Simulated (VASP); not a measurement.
# SrO (P6_3/mmc) in VASP: a series of runs

SrO is run at these levels: PBE+D3(BJ); tasks: single point, relaxation of cell and atoms.

Everything below comes from runs of VASP 6.6.1. Logs are shortened: lines on timing, memory, paths and dates and some standing lists are left out, and cuts for length are marked.

## (1) The cell of the first run

It takes space group P6_3/mmc (No. 194, hexagonal). Conventional cell: a = 4.255 Å, b = 4.255 Å, c = 5.149 Å, α = 90.00°, β = 90.00°, γ = 120.00°. Sr (site symmetry -6m2) has 5 O at 2.46 to 2.57 Å within 3.2 Å. O (site symmetry -6m2) has 5 Sr at 2.46 to 2.57 Å within 3.2 Å.

## (2) Single point, PBE+D3(BJ)

File INCAR:

```
SYSTEM = SrO
ALGO = Normal
EDIFF = 1E-7
ENCUT = 520
GGA = PE
ISIF = 2
ISMEAR = 0
IVDW = 12
LASPH = .True.
LCHARG = .False.
LREAL = .False.
LWAVE = .False.
NBANDS = 24
NELM = 100
PREC = Accurate
SIGMA = 0.02
```

File KPOINTS:

```
k-points
0
Gamma
  6 6 6
  0 0 0
```

File POSCAR:

```
SrO
1.0
    4.2549631900      0.0000000000      0.0000000000
   -2.1274815950      3.6849062147      0.0000000000
    0.0000000000      0.0000000000      5.1494913021
Sr O
2 2
Direct
    0.3333333333      0.6666666667      0.9375000000
    0.6666666667      0.3333333333      0.4375000000
    0.3333333333      0.6666666667      0.4375000000
    0.6666666667      0.3333333333      0.9375000000
```

Potentials or basis: VASP PAW PBE potentials, release 64 (Sr_sv, O).

The run is started by

```console
$ cat potpaw_PBE.64/Sr_sv/POTCAR potpaw_PBE.64/O/POTCAR > POTCAR
$ mpirun -np 1 vasp_std > vasp.out
```

OUTCAR:

```text
SYSTEM = SrO
   EDIFF = 1E-7
   ENCUT = 520
   GGA = PE
   ISIF = 2
   ISMEAR = 0
   IVDW = 12
   LASPH = .True.
   LREAL = .False.
   NELM = 100
   PREC = Accurate
 IVDW          = 12

 ion  position               nearest neighbor table
   1  0.333  0.667  0.938-   4 2.46   4 2.46   4 2.46   3 2.57   3 2.57   2 3.56   2 3.56   2 3.56
                             2 3.56   2 3.56   2 3.56
   2  0.667  0.333  0.438-   3 2.46   3 2.46   3 2.46   4 2.57   4 2.57   1 3.56   1 3.56   1 3.56
                             1 3.56   1 3.56   1 3.56
   3  0.333  0.667  0.438-   2 2.46   2 2.46   2 2.46   1 2.57   1 2.57
   4  0.667  0.333  0.938-   1 2.46   1 2.46   1 2.46   2 2.57   2 2.57

  LATTYP: Found a hexagonal cell.
 ALAT       =     4.2549631900
 C/A-ratio  =     1.2102316923

  Lattice vectors:

 A1 = (   4.2549631900,   0.0000000000,   0.0000000000)
 A2 = (  -2.1274815950,   3.6849062147,   0.0000000000)
 A3 = (   0.0000000000,   0.0000000000,   5.1494913021)

Analysis of symmetry for initial positions (statically):
=====================================================================
 Subroutine PRICEL returns:
 Original cell was already a primitive cell.

 Routine SETGRP: Setting up the symmetry group for a
 hexagonal supercell.

 Subroutine GETGRP returns: Found 24 space group operations
 (whereof  6 operations were pure point group operations)
 out of a pool of 24 trial point group operations.

The static configuration has the point symmetry C_3v.
 The point group associated with its full space group is D_6h.

Analysis of symmetry for dynamics (positions and initial velocities):
=====================================================================
 Subroutine PRICEL returns:
 Original cell was already a primitive cell.

 Routine SETGRP: Setting up the symmetry group for a
 hexagonal supercell.

 Subroutine GETGRP returns: Found 24 space group operations
 (whereof  6 operations were pure point group operations)
 out of a pool of 24 trial point group operations.

The dynamic configuration has the point symmetry C_3v.
 The point group associated with its full space group is D_6h.

 Subroutine INISYM returns: Found 24 space group operations
 (whereof  6 operations are pure point group operations),
 and found     1 'primitive' translations

----------------------------------------------------------------------------------------

                                     Primitive cell

  volume of cell :      80.7396

[... 93 lines left out ...]
   LREAL  =      F    real-space projection
   EDIFFG = 0.1E-05   stopping-criterion for IOM
   NSW    =      0    number of steps for IOM
   IBRION =     -1    ionic relax: 0-MD 1-quasi-New 2-CG
   NFREE  =      0    steps in history (QN), initial steepest desc. (CG)
   ISIF   =      2    stress and relaxation
   ISYM   =      2    0-nonsym 1-usesym 2-fastsym
   POTIM  = 0.5000    time-step for ionic-motion
   TEBEG  =    0.0;   TEEND  =   0.0 temperature during run
   PSTRESS=    0.0 pullay stress
   NELECT =      32.0000    total number of electrons
   NUPDOWN=      -1.0000    fix difference up-down
   EMIN   =  10.00;   EMAX   =-10.00  energy-range for DOS
   EFERMI =   0.00;   METHOD = LEGACY
   ISMEAR =     0;   SIGMA  =   0.02  broadening in eV -4-tet -1-fermi 0-gaus
   EFERMI_NEDOS =   21; number of points for ismear=-14 and -15
   IALGO  =     38    algorithm
   IMIX   =      4    mixing-type and parameters
     AMIX     =   0.40;   BMIX     =  1.00
     AMIX_MAG =   1.60;   BMIX_MAG =  1.00
  volume/ion in A,a.u.               =      20.18       136.21
  Fermi-wavevector in a.u.,A,eV,Ry     =   1.202530  2.272452 19.675095  1.446079
  Thomas-Fermi vector in A             =   2.338309
   LORBIT       =      0    0 simple, 1 ext, 2 COOP (PROOUT), +10 PAW based schemes
   GGA     = PE    functional components
   LHFCALC =     F    Hartree Fock is set to
   AEXX    =    0.0000 exact exchange contribution
   IVDW    =    12    specifies the selected vdW correction
   LEPSILON=     F    determine dielectric tensor
   LRPA    =     F    only Hartree local field effects (RPA)
 non-spin polarized calculation
 Gauss-broadening in eV      SIGMA  =   0.02
  energy-cutoff  :      520.00
  volume of cell :       80.74
 maximum number of plane-waves:      2196
 NGX is ok and might be reduce to    32
   NGX = 15   NGY = 15   NGZ = 19

 number of electron      32.0000009 magnetization

 Free energy of the ion-electron system (eV)
  ---------------------------------------------------
  ext. energy  EPLUGINS =         0.00000000
  ---------------------------------------------------
  free energy    TOTEN  =       -23.88898466 eV

  energy without entropy =      -23.88898466  energy(sigma->0) =      -23.88898466

 E-fermi :   0.9503     XC(G=0):  -8.9867

 val. band max:        0.7969019598   @ k =   0.0000   0.0000   0.0000
 cond. band min:       3.4701809721   @ k =   0.0000   0.0000   0.0000
 fundamental gap:      2.6732790123
 Fermi energy:         0.9503259959

 k-point     1 :       0.0000    0.0000    0.0000
  band No.  band energies     occupation
      1     -31.5744      2.00000
      2     -31.4031      2.00000
      3     -14.2427      2.00000
      4     -14.2383      2.00000
      5     -14.1249      2.00000
      6     -13.7140      2.00000
[... 637 lines left out ...]
     23       9.2314      0.00000
     24       9.2314      0.00000

 [... further k-points ...]

------------------------ aborting loop because EDIFF is reached ----------------------------------------

 Edisp (eV)   -0.81916

 E8    (eV) :    -0.3992

  FORCE on cell =-STRESS in cart. coord.  units (eV):
  Direction    XX          YY          ZZ          XY          YZ          ZX
  --------------------------------------------------------------------------------------
  -------------------------------------------------------------------------------------
  Total       0.24608     0.24608     0.24544     0.00000     0.00000     0.00000
  in kB       4.88307     4.88307     4.87036     0.00000     0.00000     0.00000
  external pressure =        4.88 kB  Pullay stress =        0.00 kB

 VOLUME and BASIS-vectors are now :
 -----------------------------------------------------------------------------
  energy-cutoff  :      520.00
  volume of cell :       80.74
      direct lattice vectors                 reciprocal lattice vectors
     4.254963190  0.000000000  0.000000000     0.235019659  0.135688664  0.000000000
    -2.127481595  3.684906215  0.000000000     0.000000000  0.271377327  0.000000000
     0.000000000  0.000000000  5.149491302     0.000000000  0.000000000  0.194193939

 POSITION                                       TOTAL-FORCE (eV/Angst)
 -----------------------------------------------------------------------------------
     -0.00000      2.45660      4.82765        -0.000000      0.000000     -0.000000
      2.12748      1.22830      2.25290         0.000000     -0.000000     -0.000000
     -0.00000      2.45660      2.25290        -0.000000      0.000000      0.000000
      2.12748      1.22830      4.82765         0.000000     -0.000000      0.000000
 -----------------------------------------------------------------------------------
    total drift:                               -0.000000      0.000000      0.000000

  FREE ENERGIE OF THE ION-ELECTRON SYSTEM (eV)
  ---------------------------------------------------
  free  energy   TOTEN  =       -24.7081439583 eV

  energy  without entropy=      -24.7081439583  energy(sigma->0) =      -24.70814396
```

stdout:

```text
POSCAR found type information on POSCAR SrO
 POSCAR found :  2 types and       4 ions
 scaLAPACK will be used
 LDA part: xc-table for (Slater+PW92), standard interpolation
 POSCAR, INCAR and KPOINTS ok, starting setup
 FFT: planning ... GRIDC
 FFT: planning ... GRID_SOFT
 FFT: planning ... GRID
 WAVECAR not read
 entering main loop
```

It took 44 s on 1 thread of Intel Xeon Platinum 8488C (Sapphire Rapids), shared host; peak memory 0.22 GiB.

Results:

| Property | Result |
| --- | --- |
| Free energy | -24.7081 eV |
| Pressure | 0.5 GPa |
| Band gap on the k mesh | 2.67 eV, direct |
| Dispersion energy per atom | -0.205 eV |

Levels at points of the mesh, in eV from the valence-band top:
```
           k point  band 12  band 13  band 14  band 15  band 16  band 17  band 18  band 19  band 20  band 21
(0.00, 0.00, 0.00)    -1.06    -0.89    -0.89    -0.33     0.00     2.67     6.15     6.15     7.17     8.06
(0.50, 0.00, 0.00)    -0.86    -0.36    -0.35    -0.34    -0.26     4.32     4.85     5.08     7.20     8.08
(0.00, 0.00, 0.50)    -1.25    -1.10    -1.10    -1.10    -1.10     4.37     4.37     7.90     7.90     7.90
(0.50, 0.00, 0.50)    -1.63    -0.90    -0.90    -0.42    -0.42     4.95     4.95     7.42     7.42     8.16
```

A k mesh can miss the band edges. As with any semilocal functional, this PBE gap is likely too small.

## (3) Relaxation of cell and atoms, PBE+D3(BJ)

This run uses another cell than the first one, of 20.66 Å³/atom, 1.024 times its volume.

File INCAR:

```
SYSTEM = SrO
ALGO     = Normal         ! electronic algorithm
EDIFF    = 1E-6           ! SCF threshold, eV
EDIFFG   = -0.005         ! ionic threshold
ENCUT    = 600            ! plane-wave cutoff, eV
GGA      = PE             ! functional
IBRION   = 2              ! ionic algorithm
ISIF     = 3              ! what is computed and relaxed
ISMEAR   = 0              ! smearing method
IVDW     = 12             ! dispersion correction
LASPH    = .True.         ! aspherical terms in the spheres
LCHARG   = .False.        ! write CHGCAR
LREAL    = .False.        ! projectors in reciprocal space
LWAVE    = .False.        ! write WAVECAR
NELM     = 100            ! most SCF steps
NSW      = 70             ! ionic steps
PREC     = Accurate       ! precision mode
SIGMA    = 0.02           ! smearing width, eV
```

KPOINTS is that of step 2.

File POSCAR:

```
SrO
1.0
    4.2903151937      0.0000000000      0.0000000000
   -2.1451575969      3.7155219480      0.0000000000
    0.0000000000      0.0000000000      5.1841505800
Sr O
2 2
Direct
    0.3333333333      0.6666666667      0.9375024113
    0.6666666667      0.3333333333      0.4375024113
    0.3333333333      0.6666666667      0.4374975887
    0.6666666667      0.3333333333      0.9374975887
```

Potentials or basis: VASP PAW PBE potentials, release 64 (Sr_sv, O).

The run is started by

```console
$ cat potpaw_PBE.64/Sr_sv/POTCAR potpaw_PBE.64/O/POTCAR > POTCAR
$ mpirun -np 1 vasp_std > vasp.out
```

Run time: 4.2 min. Hardware: 1 thread of AMD EPYC 7R43 (Zen 3), shared host; peak memory 0.24 GiB.

Results (log left out):

| Property | Result |
| --- | --- |
| Free energy | -24.7143 eV |
| Relaxed volume | 20.30 Å³/atom |
| Relaxed cell | a = 4.264 Å, b = 4.264 Å, c = 5.159 Å, α = 90.00°, β = 90.00°, γ = 120.00° |
| Space group after relaxing (to 0.05 Å) | P6_3/mmc (No. 194) |
| Energy gained by relaxing | 1.4 meV/atom |
| Ionic steps | 6 |
| Pressure after relaxing | 0.0 GPa |
| Band gap on the k mesh | 2.66 eV, direct |
| Dispersion energy per atom | -0.204 eV |

Step by step:
| step | energy change (eV) | largest force (eV/Å) | pressure (GPa) | volume (Å³) |
| --- | --- | --- | --- | --- |
| 1 | 0.0000 | 0.0000 | -1.23 | 82.64 |
| 2 | -0.0052 | 0.0000 | 0.39 | 80.76 |
| 3 | -0.0057 | 0.0000 | 0.00 | 81.18 |
| 4 | -0.0057 | 0.0000 | -0.01 | 81.21 |
| 5 | -0.0057 | 0.0000 | -0.03 | 81.21 |
| 6 | -0.0057 | 0.0000 | -0.03 | 81.21 |

Final structure:
```
CELL_PARAMETERS angstrom
4.26352 0.00000 0.00000
-2.13176 3.69232 0.00000
0.00000 0.00000 5.15856
ATOMIC_POSITIONS crystal
Sr 0.33333 0.66667 0.93750
Sr 0.66667 0.33333 0.43750
O 0.33333 0.66667 0.43750
O 0.66667 0.33333 0.93750
```

Levels at points of the mesh, in eV from the valence-band top:
```tsv
k point	band 14	band 15	band 16	band 17	band 18	band 19
(0.00, 0.00, 0.00)	-0.89	-0.34	0.00	2.66	6.14	6.14
(0.50, 0.00, 0.00)	-0.36	-0.34	-0.26	4.31	4.84	5.07
(0.00, 0.00, 0.50)	-1.09	-1.09	-1.09	4.35	4.35	7.87
(0.50, 0.00, 0.50)	-0.89	-0.43	-0.43	4.94	4.94	7.40
```

A k mesh can miss the band edges. PBE gaps usually lie below the measured ones, often by a third to a half.
